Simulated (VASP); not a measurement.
ScPd, 2 atoms in the cell. Symmetry: Pm-3m, No. 221, cubic system. Conventional cell: a = 3.239 Å, b = 3.239 Å, c = 3.239 Å, α = 90.00°, β = 90.00°, γ = 90.00°. Sc (site symmetry m-3m) has 8 Pd at 2.80 Å and 6 Sc at 3.24 Å within 3.7 Å. Pd (site symmetry m-3m) has 8 Sc at 2.80 Å and 6 Pd at 3.24 Å within 3.7 Å. 

| Quantity | Value |
| --- | --- |
| Program | VASP 6.6.1 |
| Task | single point |
| Functional | r2SCAN |
| Potentials or basis | VASP PAW PBE potentials, release 64 (Sc_sv, Pd) |
| Cutoff | 520 eV |
| k mesh | 7 × 7 × 7 |
| Occupations | methfessel-paxton, width 0.1 eV |
| Spin | no spin polarisation |
| Dipole correction | no |
| Further INCAR settings | ALGO = Normal; EDIFF = 1e-07; NBANDS = 18 |

Potentials or basis: VASP PAW PBE potentials, release 64 (Sc_sv, Pd).

Command:

```bash
$ cat potpaw_PBE.64/Sc_sv/POTCAR potpaw_PBE.64/Pd/POTCAR > POTCAR
$ cp INCAR.step1 INCAR
$ mpirun -np 1 vasp_std > vasp.out
$ cp INCAR.step2 INCAR
$ mpirun -np 1 vasp_std > vasp.out
```

Hardware: 1 thread of Intel Xeon 8259CL (shared host).

**Question.** Estimate the wall time of this run.

**Answer.** Run time: 110 s on 1 thread of Intel Xeon 8259CL, on a shared host, peak memory 0.15 GiB. Counts: k points 20.
